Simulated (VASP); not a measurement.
A run of VASP 6.6.1:

File INCAR:

```
SYSTEM = TePb
  PREC = Accurate
  ENCUT = 500
  EDIFF = 1E-6
  ISMEAR = 0
  SIGMA = 0.05
  LREAL = .False.
  LASPH = .True.
  NELM = 120
  ALGO = Normal
  ISIF = 2
  LWAVE = .False.
  LCHARG = .False.
  GGA = PE
  NBANDS = 17
  GGA_COMPAT = .False.
```

KPOINTS

```
Automatic mesh
0
Gamma
  6 6 6
  0 0 0
```

Contents of POSCAR:

```
TePb
1.0
    0.0000000000      3.2847681709      3.2847681709
    3.2847681709      0.0000000000      3.2847681709
    3.2847681709      3.2847681709      0.0000000000
Pb Te
1 1
Direct
    0.5000000000      0.5000000000      0.5000000000
    0.0000000000      0.0000000000      0.0000000000
```

Potentials or basis: VASP PAW PBE potentials, release 64 (Pb_d, Te).

Command:

```sh
$ cat potpaw_PBE.64/Pb_d/POTCAR potpaw_PBE.64/Te/POTCAR > POTCAR
$ mpirun -np 1 vasp_std > vasp.out
```

Hardware: 1 thread of Intel(R) Xeon(R) Platinum 8488C (Sapphire Rapids), with other jobs on the host.

Problem. Estimate the wall time of this run.

Solution. Wall time 16 s on 1 thread of Intel(R) Xeon(R) Platinum 8488C (Sapphire Rapids), on a shared host, peak memory 0.2 GiB. Counts: scf iterations 12, k points 16.
